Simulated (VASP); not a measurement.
**TiPbO3: single point with PBE**

The system is TiPbO3.

```
Ti Pb O
1.0
     4.00052    0.00000    0.00000
     0.00000    4.00052    0.00000
     0.00000    0.00000    4.25774
Ti Pb O
1 1 3
Direct
  0.50000 0.50000 0.53820
  0.00000 0.00000 0.00000
  0.50000 0.50000 0.11300
  0.50000 0.00000 0.61500
  0.00000 0.50000 0.61500
```

```
Program             : VASP 6.6.1
Task                : single point
Functional          : PBE
Potentials or basis : VASP PAW PBE potentials, release 64 (Ti_sv, Pb_d, O)
Cutoff              : 600 eV
k mesh              : 6 × 6 × 6
Occupations         : gaussian, width 0.01 eV
Spin                : no spin polarisation
```

| Item | Value |
| --- | --- |
| Pressure | -6.6 GPa |
| Largest force | 0.705 eV/Å |
| Band gap on the k mesh | 1.82 eV (least direct gap 2.19 eV) |

Forces on the atoms (eV/Å):
```
Ti   0.000  0.000 -0.462
Pb   0.000  0.000 -0.317
O    0.000  0.000  0.705
O    0.000  0.000  0.037
O    0.000  0.000  0.037
```

Stress tensor (GPa, compression positive):
```
-7.03  0.00  0.00
 0.00 -7.03  0.00
 0.00  0.00 -5.63
```

Levels at points of the mesh, in eV from the valence-band top:
```tsv
k point	band 19	band 20	band 21	band 22	band 23	band 24	band 25	band 26
(0.00, 0.00, 0.00)	-1.54	-1.46	-1.06	-1.06	1.82	2.78	2.78	3.87
(0.50, 0.00, 0.00)	-1.75	-1.66	-1.43	0.00	2.88	2.99	3.15	3.31
(0.50, 0.50, 0.00)	-2.32	-1.91	-1.67	-0.24	3.21	3.27	3.27	3.74
(0.00, 0.00, 0.50)	-1.61	-0.95	-0.95	-0.37	1.82	2.75	3.50	3.50
(0.50, 0.00, 0.50)	-2.41	-1.75	-1.07	-0.52	3.01	3.53	3.60	4.36
(0.50, 0.50, 0.50)	-3.54	-0.47	-0.47	-0.26	3.31	3.31	3.55	6.17
```

It took 2.2 min on 1 thread of Intel Xeon 8259CL, with other jobs on the host, peak memory 0.25 GiB.

Caveat: the cell stands under tension; spin-orbit coupling is left out, which moves the levels of the heavy elements. A k mesh can miss the band edges.
